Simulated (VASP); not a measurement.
Wanted: the native input for a VASP 6.6.1 run.

```yaml
Task: single point
Functional: PBE
Potentials_or_basis: VASP PAW PBE potentials, release 64 (Ge_d)
Cutoff: 520 eV
k_mesh: 7 × 7 × 7
Occupations: fermi-dirac, width 0.1 eV
Spin: no spin polarisation
Dipole_correction: no
Further_INCAR_settings: ALGO = Normal; EDIFF = 1e-06; NBANDS = 21
```

The structure of Ge lies in POSCAR:

```
Ge
1.0
    0.0000000000      2.8374270000      2.8374270000
    2.8374270000      0.0000000000      2.8374270000
    2.8374270000      2.8374270000      0.0000000000
Ge
2
Direct
    0.5000000000      0.5000000000      0.5000000000
    0.7500000000      0.7500000000      0.7500000000
```

These files were run (other wordings do the same):

INCAR

```
SYSTEM = Ge
  PREC = Accurate
  ENCUT = 520
  EDIFF = 1E-6
  ISMEAR = -1
  SIGMA = 0.1
  LREAL = .FALSE.
  LASPH = .TRUE.
  NELM = 100
  ALGO = Normal
  ISIF = 2
  LWAVE = .FALSE.
  LCHARG = .FALSE.
  GGA = PE
  NBANDS = 21
```

KPOINTS

```
Automatic mesh
0
G
  7 7 7
  0 0 0
```

Potentials or basis: VASP PAW PBE potentials, release 64 (Ge_d).

The run is started by

```sh
$ cat potpaw_PBE.64/Ge_d/POTCAR > POTCAR
$ mpirun -np 1 vasp_std > vasp.out
```

It gave:

| Property | Result |
| --- | --- |
| Pressure | 2.9 GPa |
| Band gap on the k mesh | zero (filled and empty bands touch) |

Wall time 13 s on 1 thread of Intel(R) Xeon(R) Platinum 8559C (Emerald Rapids) (shared host), peak memory 0.15 GiB.
